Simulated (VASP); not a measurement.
A run of VASP 6.6.1:

INCAR

```
SYSTEM = CuI
ALGO = Normal
EDIFF = 1E-6
EFERMI = MIDGAP
ENCUT = 590
GGA_COMPAT = .False.
ISMEAR = 0
KPAR = 2
LASPH = .True.
LCHARG = .False.
LMAXMIX = 4
LMIXTAU = .True.
LORBIT = 11
LREAL = .False.
LSORBIT = .True.
LWAVE = .False.
MAGMOM = 0 0 0 0 0 0
METAGGA = R2SCAN
NBANDS = 62
NELM = 200
PREC = Accurate
SIGMA = 0.03
```

KPOINTS

```
Automatic mesh
0
Gamma
  10 10 10
  0 0 0
```

Contents of KPOINTS_OPT:

```
path GXWKGLUWLK,UX
32
line-mode
reciprocal
 0.0000000000  0.0000000000  0.0000000000  G
 0.5000000000  0.0000000000  0.5000000000  X

 0.5000000000  0.0000000000  0.5000000000  X
 0.5000000000  0.2500000000  0.7500000000  W

 0.5000000000  0.2500000000  0.7500000000  W
 0.3750000000  0.3750000000  0.7500000000  K

 0.3750000000  0.3750000000  0.7500000000  K
 0.0000000000  0.0000000000  0.0000000000  G

 0.0000000000  0.0000000000  0.0000000000  G
 0.5000000000  0.5000000000  0.5000000000  L

 0.5000000000  0.5000000000  0.5000000000  L
 0.6250000000  0.2500000000  0.6250000000  U

 0.6250000000  0.2500000000  0.6250000000  U
 0.5000000000  0.2500000000  0.7500000000  W

 0.5000000000  0.2500000000  0.7500000000  W
 0.5000000000  0.5000000000  0.5000000000  L

 0.5000000000  0.5000000000  0.5000000000  L
 0.3750000000  0.3750000000  0.7500000000  K

 0.6250000000  0.2500000000  0.6250000000  U
 0.5000000000  0.0000000000  0.5000000000  X
```

The input POSCAR:

```
CuI
1.0
    0.0000000000      3.0315000000      3.0315000000
    3.0315000000      0.0000000000      3.0315000000
    3.0315000000      3.0315000000      0.0000000000
I Cu
1 1
Direct
    0.0000000000      0.0000000000      0.0000000000
    0.7500000000      0.7500000000      0.7500000000
```

Potentials or basis: VASP PAW PBE potentials, release 64 (I, Cu).

Launch:

```console
$ cat potpaw_PBE.64/I/POTCAR potpaw_PBE.64/Cu/POTCAR > POTCAR
$ mpirun -np 2 vasp_ncl > vasp.out
```

Hardware: 2 MPI ranks on Intel(R) Xeon(R) 6975P-C (Granite Rapids) (shared host).

Task: Estimate the wall time of this run.

Result: It took 47 min on 2 MPI ranks on Intel(R) Xeon(R) 6975P-C (Granite Rapids), on a shared host, peak memory 0.94 GiB a rank. Counts: k points 73.
